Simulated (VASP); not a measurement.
# TaN (Amm2) in VASP: notebook

Runs on TaN. Level: PBEsol. Tasks: single point.

All numbers are computed with VASP 6.6.1; they aren't measurements. Logs are shortened: lines on timing, memory, paths and dates and some standing lists are left out, and cuts for length are marked.

## (1) The cell of the first run

The structure is orthorhombic, space group Amm2 (No. 38). The conventional cell has a = 2.883 Å, b = 2.820 Å, c = 5.292 Å, α = 90.00°, β = 90.00°, γ = 90.00°. Within 3.0 Å of Ta (site symmetry mm2) lie 6 N at 2.20 to 2.28 Å and 8 Ta at 2.82 to 3.00 Å. Within 3.0 Å of N (site symmetry mm2) lie 6 Ta at 2.20 to 2.28 Å and 8 N at 2.82 to 3.00 Å.

## (2) Single point, PBEsol (strain -0.0400 x Voigt [1, -1, 0, 0, 0, 0])

Contents of INCAR:

```
SYSTEM = TaN
ALGO = Normal
EDIFF = 1E-6
ENCUT = 520
GGA = PS
ISIF = 2
ISMEAR = 0
LASPH = .TRUE.
LCHARG = .FALSE.
LREAL = .FALSE.
LWAVE = .FALSE.
NBANDS = 15
NELM = 80
PREC = Accurate
SIGMA = 0.15
```

Contents of KPOINTS:

```
k-points
0
G
  18 18 16
  0 0 0
```

Contents of POSCAR:

```
TaN
1.0
    2.8204789041      0.0000000000      0.0000000000
   -1.4102394520      2.6461569136      0.0000000000
    0.0000000000      0.0000000000      2.8830000000
Ta N
1 1
Direct
    0.3333333333      0.6666666667      0.5000000000
    0.0000000000      0.0000000000      0.0000000000
```

Potentials or basis: VASP PAW PBE potentials, release 64 (Ta_pv, N).

Run with:

```console
$ cat potpaw_PBE.64/Ta_pv/POTCAR potpaw_PBE.64/N/POTCAR > POTCAR
$ mpirun -np 1 vasp_std > vasp.out
```

OUTCAR:

```text
SYSTEM = TaN
   EDIFF = 1E-6
   ENCUT = 520
   GGA = PS
   ISIF = 2
   ISMEAR = 0
   LASPH = .TRUE.
   LREAL = .FALSE.
   NELM = 80
   PREC = Accurate

 ion  position               nearest neighbor table
   1  0.333  0.667  0.500-   2 2.20   2 2.20   2 2.20   2 2.20   2 2.28   2 2.28
   2  0.000  0.000  0.000-   1 2.20   1 2.20   1 2.20   1 2.20   1 2.28   1 2.28

  LATTYP: Found a base centered orthorhombic cell.
 ALAT       =     2.8204789041
 B/A-ratio  =     1.8763883749
 C/A-ratio  =     1.0221668369

  Lattice vectors:

 A1 = (   1.4102394520,  -2.6461569136,   0.0000000000)
 A2 = (   1.4102394521,   2.6461569136,   0.0000000000)
 A3 = (   0.0000000000,   0.0000000000,   2.8830000000)

Analysis of symmetry for initial positions (statically):
=====================================================================
 Subroutine PRICEL returns:
 Original cell was already a primitive cell.

 Routine SETGRP: Setting up the symmetry group for a
 base centered orthorhombic supercell.

 Subroutine GETGRP returns: Found  4 space group operations
 (whereof  4 operations were pure point group operations)
 out of a pool of  8 trial point group operations.

The static configuration has the point symmetry C_2v.

Analysis of symmetry for dynamics (positions and initial velocities):
=====================================================================
 Subroutine PRICEL returns:
 Original cell was already a primitive cell.

 Routine SETGRP: Setting up the symmetry group for a
 base centered orthorhombic supercell.

 Subroutine GETGRP returns: Found  4 space group operations
 (whereof  4 operations were pure point group operations)
 out of a pool of  8 trial point group operations.

The dynamic configuration has the point symmetry C_2v.

 Subroutine INISYM returns: Found  4 space group operations
 (whereof  4 operations are pure point group operations),
 and found     1 'primitive' translations

----------------------------------------------------------------------------------------

                                     Primitive cell

  volume of cell :      21.5171

  direct lattice vectors                    reciprocal lattice vectors
     2.820478904  0.000000000  0.000000000     0.354549718  0.188953269  0.000000000
    -1.410239452  2.646156914  0.000000000     0.000000000  0.377906539  0.000000000
     0.000000000  0.000000000  2.883000000     0.000000000  0.000000000  0.346860909

  length of vectors
     2.820478904  2.998486572  2.883000000     0.401757191  0.377906539  0.346860909

  position of ions in fractional coordinates (direct lattice)
     0.333333333  0.666666667  0.500000000
     0.000000000  0.000000000  0.000000000

  ion indices of the primitive-cell ions
   primitive index   ion index
                 1           1
                 2           2

----------------------------------------------------------------------------------------

 KPOINTS: k-points

Automatic generation of k-mesh.
 Grid dimensions read from file:
 generate k-points for:   18   18   16

 Generating k-lattice:

  Cartesian coordinates                     Fractional coordinates (reciprocal lattice)
     0.019697207  0.010497404  0.000000000     0.055555556  0.000000000  0.000000000
     0.000000000  0.020994808  0.000000000     0.000000000  0.055555556  0.000000000
     0.000000000  0.000000000  0.021678807     0.000000000  0.000000000  0.062500000

  Length of vectors
     0.022319844  0.020994808  0.021678807

  Shift w.r.t. Gamma in fractional coordinates (k-lattice)
     0.000000000  0.000000000  0.000000000

 Subroutine IBZKPT returns following result:
 ===========================================

 Found    819 irreducible k-points:

 Following reciprocal coordinates:
            Coordinates               Weight
  0.000000  0.000000  0.000000      1.000000
  0.055556  0.000000  0.000000      4.000000
  0.111111  0.000000  0.000000      4.000000
  0.166667  0.000000  0.000000      4.000000
  0.222222  0.000000  0.000000      4.000000
  0.277778  0.000000  0.000000      4.000000
[... 16 lines left out ...]
 -0.333333  0.055556  0.000000      4.000000
 -0.277778  0.055556  0.000000      4.000000
 [... further k-points ...]
   k-points           NKPTS =    819   k-points in BZ     NKDIM =    819   number of bands    NBANDS=     15
   number of dos      NEDOS =    301   number of ions     NIONS =      2
   total plane-waves  NPLWV =  13824
   dimension x,y,z NGX =    24 NGY =   24 NGZ =   24
   dimension x,y,z NGXF=    48 NGYF=   48 NGZF=   48
   ions per type =               1   1
   NGX,Y,Z   is equivalent  to a cutoff of  14.15, 13.31, 13.84 a.u.
   NGXF,Y,Z  is equivalent  to a cutoff of  28.29, 26.61, 27.68 a.u.
 SYSTEM =  TaN
   PREC   = accura    normal or accurate (medium, high low for compatibility)
   ISTART =      0    job   : 0-new  1-cont  2-samecut
   ICHARG =      2    charge: 1-file 2-atom 10-const
   ISPIN  =      1    spin polarized calculation?
   LNONCOLLINEAR =      F non collinear calculations
   LSORBIT =      F    spin-orbit coupling
   LASPH  =      T    aspherical Exc in radial PAW
   ENCUT  =  520.0 eV  38.22 Ry    6.18 a.u.   5.24  5.58  5.36*2*pi/ulx,y,z
   NELM   =     80;   NELMIN=  2; NELMDL= -5     # of ELM steps
   EDIFF  = 0.1E-05   stopping-criterion for ELM
   LREAL  =      F    real-space projection
   EDIFFG = 0.1E-04   stopping-criterion for IOM
   NSW    =      0    number of steps for IOM
   IBRION =     -1    ionic relax: 0-MD 1-quasi-New 2-CG
   NFREE  =      0    steps in history (QN), initial steepest desc. (CG)
   ISIF   =      2    stress and relaxation
   ISYM   =      2    0-nonsym 1-usesym 2-fastsym
   POTIM  = 0.5000    time-step for ionic-motion
   TEBEG  =    0.0;   TEEND  =   0.0 temperature during run
   PSTRESS=    0.0 pullay stress
   NELECT =      16.0000    total number of electrons
   NUPDOWN=      -1.0000    fix difference up-down
   EMIN   =  10.00;   EMAX   =-10.00  energy-range for DOS
   EFERMI =   0.00;   METHOD = LEGACY
   ISMEAR =     0;   SIGMA  =   0.15  broadening in eV -4-tet -1-fermi 0-gaus
   EFERMI_NEDOS =   21; number of points for ismear=-14 and -15
   IALGO  =     38    algorithm
   IMIX   =      4    mixing-type and parameters
     AMIX     =   0.40;   BMIX     =  1.00
     AMIX_MAG =   1.60;   BMIX_MAG =  1.00
  volume/ion in A,a.u.               =      10.76        72.60
  Fermi-wavevector in a.u.,A,eV,Ry     =   1.483157  2.802760 29.929480  2.199755
  Thomas-Fermi vector in A             =   2.596854
   LORBIT       =      0    0 simple, 1 ext, 2 COOP (PROOUT), +10 PAW based schemes
   GGA     = PS    functional components
   LHFCALC =     F    Hartree Fock is set to
   AEXX    =    0.0000 exact exchange contribution
   IVDW    =     0    specifies the selected vdW correction
   LEPSILON=     F    determine dielectric tensor
   LRPA    =     F    only Hartree local field effects (RPA)
 non-spin polarized calculation
 Gauss-broadening in eV      SIGMA  =   0.15
  energy-cutoff  :      520.00
  volume of cell :       21.52
 maximum number of plane-waves:       592
 NGX is ok and might be reduce to    24
   NGX = 11   NGY = 11   NGZ = 11

 number of electron      15.9999998 magnetization

 Free energy of the ion-electron system (eV)
  ---------------------------------------------------
  ext. energy  EPLUGINS =         0.00000000
  ---------------------------------------------------
  free energy    TOTEN  =       -23.69973606 eV

  energy without entropy =      -23.69897859  energy(sigma->0) =      -23.69935733

 E-fermi :   8.0360     XC(G=0): -13.5109

 val. band max:        8.0253895452   @ k =   0.5000  -0.0000   0.5000
 cond. band min:       8.0487013502   @ k =  -0.1111   0.0556   0.3125
 fundamental gap:      0.0233118050
 Fermi energy:         8.0359691825

 k-point     1 :       0.0000    0.0000    0.0000
  band No.  band energies     occupation
      1     -26.6688      2.00000
      2     -26.4880      2.00000
      3     -26.2826      2.00000
      4      -9.6324      2.00000
      5       2.9775      2.00000
      6       3.9385      2.00000
      7       4.0816      2.00000
      8       5.1623      2.00000
      9      10.2840      0.00000
     10      11.2297      0.00000
     11      11.9376      0.00000
     12      12.2644      0.00000
     13      12.3228      0.00000
     14      21.1907      0.00000
     15      21.5736      0.00000

 k-point     2 :       0.0556    0.0000    0.0000
  band No.  band energies     occupation
      1     -26.6638      2.00000
      2     -26.4991      2.00000
      3     -26.3183      2.00000
      4      -9.5634      2.00000
      5       2.9784      2.00000
      6       3.8298      2.00000
      7       4.1189      2.00000
      8       5.0686      2.00000
      9      10.5227      0.00000
     10      11.2333      0.00000
     11      11.9056      0.00000
     12      12.1302      0.00000
     13      12.4008      0.00000
     14      21.1960      0.00000
     15      21.5709      0.00000

 k-point     3 :       0.1111    0.0000    0.0000
  band No.  band energies     occupation
      1     -26.6495      2.00000
      2     -26.5400      2.00000
      3     -26.4105      2.00000
      4      -9.3644      2.00000
      5       2.8239      2.00000
      6       3.6045      2.00000
      7       4.3684      2.00000
      8       4.8134      2.00000
      9      10.9073      0.00000
     10      11.3860      0.00000
     11      11.8059      0.00000
     12      11.8747      0.00000
     13      12.6099      0.00000
     14      21.2002      0.00000
     15      21.5617      0.00000
[... 343 lines left out ...]
 k-point    23 :      -0.3333    0.0556    0.0000
  band No.  band energies     occupation
      1     -27.1683      2.00000
      2     -26.6247      2.00000
      3     -26.5523      2.00000
      4      -7.9999      2.00000
      5       0.7212      2.00000
      6       3.4694      2.00000
      7       4.3102      2.00000
      8       5.2907      2.00000
      9      10.1637      0.00000
     10      11.1823      0.00000
     11      12.5724      0.00000
     12      13.2638      0.00000
     13      14.2525      0.00000
     14      21.4329      0.00000
     15      21.7467      0.00000

 k-point    24 :      -0.2778    0.0556    0.0000
  band No.  band energies     occupation
      1     -26.9768      2.00000
      2     -26.5831      2.00000
      3     -26.5802      2.00000
      4      -8.4104      2.00000
      5       1.2795      2.00000
      6       3.8190      2.00000
      7       4.0301      2.00000
      8       5.2580      2.00000
      9      10.1722      0.00000
     10      11.3871      0.00000
     11      12.0423      0.00000
     12      13.1384      0.00000
     13      13.5635      0.00000
     14      21.3556      0.00000
     15      21.5933      0.00000

 [... further k-points ...]

------------------------ aborting loop because EDIFF is reached ----------------------------------------

  FORCE on cell =-STRESS in cart. coord.  units (eV):
  Direction    XX          YY          ZZ          XY          YZ          ZX
  --------------------------------------------------------------------------------------
  -------------------------------------------------------------------------------------
  Total        2.4748623     -2.9336309     -0.4673672     -0.0000000      0.0000000      0.0000000
  in kB      184.2801365   -218.4403987    -34.8005204     -0.0000000      0.0000000      0.0000000
  external PRESSURE =     -22.9869275 kB  Pullay stress =       0.0000000 kB

 VOLUME and BASIS-vectors are now :
 -----------------------------------------------------------------------------
  energy-cutoff  :      520.00
  volume of cell :       21.52
      direct lattice vectors                 reciprocal lattice vectors
     2.820478904  0.000000000  0.000000000     0.354549718  0.188953269  0.000000000
    -1.410239452  2.646156914  0.000000000     0.000000000  0.377906539  0.000000000
     0.000000000  0.000000000  2.883000000     0.000000000  0.000000000  0.346860909

 POSITION                                       TOTAL-FORCE (eV/Angst)
 -----------------------------------------------------------------------------------
     -0.00000      1.76410      1.44150        -0.000000     -0.100702      0.000000
      0.00000      0.00000      0.00000         0.000000      0.100702      0.000000
 -----------------------------------------------------------------------------------
    total drift:                                0.000000     -0.000070      0.000000

  FREE ENERGIE OF THE ION-ELECTRON SYSTEM (eV)
  ---------------------------------------------------
  free  energy   TOTEN  =       -23.6997360649 eV

  energy  without entropy=      -23.6989785871  energy(sigma->0) =      -23.69935733
```

It took 4.3 min on 1 thread of Intel Xeon 8259CL, shared host; peak memory 0.37 GiB.

What came out:

| Quantity | Value |
| --- | --- |
| Free energy | -23.6997 eV |
| Pressure | -2.3 GPa |
| Largest force | 0.101 eV/Å |
| Band gap on the k mesh | zero (bands 8 and 9 overlap by 0.27 eV) |

Forces in eV/Å, atoms in the order of the input:
```
Ta   0.000 -0.101  0.000
N    0.000  0.101  0.000
```

Stress tensor (GPa, compression positive):
```
 18.43   0.00   0.00
  0.00 -21.84   0.00
  0.00   0.00  -3.48
```

Caveat: the cell differs from its parent crystal (strain -0.0400 x Voigt [1, -1, 0, 0, 0, 0]); the PAW data sets were made with another functional, which shifts forces and pressure a little; spin-orbit coupling is left out, which moves the levels of the heavy elements.

## (3) Single point, PBEsol (strain +0.0400 x Voigt [1, -1, 0, 0, 0, 0])

Contents of INCAR:

```
SYSTEM = TaN
PREC = Accurate ; ENCUT = 520
EDIFF = 1E-6 ; ISMEAR = 0
SIGMA = 0.15 ; LREAL = .FALSE.
LASPH = .TRUE. ; NELM = 60
ALGO = Normal ; ISIF = 2
LWAVE = .FALSE. ; LCHARG = .TRUE.
GGA = PS ; LELF = .TRUE.
LVHAR = .TRUE. ; NBANDS = 15
```

Contents of KPOINTS:

```
regular mesh
0
G
  18 18 16
  0 0 0
```

Contents of POSCAR:

```
TaN
1.0
    3.0555188128      0.0000000000      0.0000000000
   -1.5277594064      2.4426063818      0.0000000000
    0.0000000000      0.0000000000      2.8830000000
Ta N
1 1
Direct
    0.3333333333      0.6666666667      0.5000000000
    0.0000000000      0.0000000000      0.0000000000
```

Potentials or basis: VASP PAW PBE potentials, release 64 (Ta_pv, N).

Run with:

```console
$ cat potpaw_PBE.64/Ta_pv/POTCAR potpaw_PBE.64/N/POTCAR > POTCAR
$ mpirun -np 1 vasp_std > vasp.out
```

Wall time 3.9 min (1 thread of Intel Xeon 8259CL, shared host); peak memory 0.38 GiB.

It converged, with:

```yaml
Free_energy: -23.7074 eV
Pressure: -2.4 GPa
Largest_force: 0.214 eV/Å
Band_gap_on_the_k_mesh: zero (bands 8 and 9 overlap by 0.50 eV)
```

Forces on the atoms (eV/Å):
```
Ta   0.000  0.214  0.000
N    0.000 -0.214  0.000
```

Stress tensor (GPa, compression positive):
```
-19.81   0.00   0.00
  0.00  16.07   0.00
  0.00   0.00  -3.53
```

Levels at points of the mesh, in eV from the Fermi level:
```csv
k point,band 5,band 6,band 7,band 8,band 9,band 10,band 11,band 12
"(0.00, 0.00, 0.00)",-5.04,-4.51,-3.81,-2.96,2.19,3.10,3.84,4.13
"(0.50, 0.00, 0.00)",-8.40,-5.23,-3.58,-2.97,3.23,3.87,5.26,5.34
"(0.00, 0.50, 0.00)",-8.21,-5.23,-3.55,-3.39,2.53,3.86,5.07,5.54
"(0.00, 0.00, 0.50)",-9.39,-3.86,-3.62,-0.90,0.75,2.41,2.88,3.66
"(0.50, 0.00, 0.50)",-7.31,-6.21,-5.38,-0.60,4.19,4.88,6.18,6.94
"(0.00, 0.50, 0.50)",-7.42,-6.26,-6.25,0.14,3.96,5.70,6.25,7.16
```

Caveat: the cell differs from its parent crystal (strain +0.0400 x Voigt [1, -1, 0, 0, 0, 0]); the PAW data sets were made with another functional, which shifts forces and pressure a little; spin-orbit coupling is left out, which moves the levels of the heavy elements.
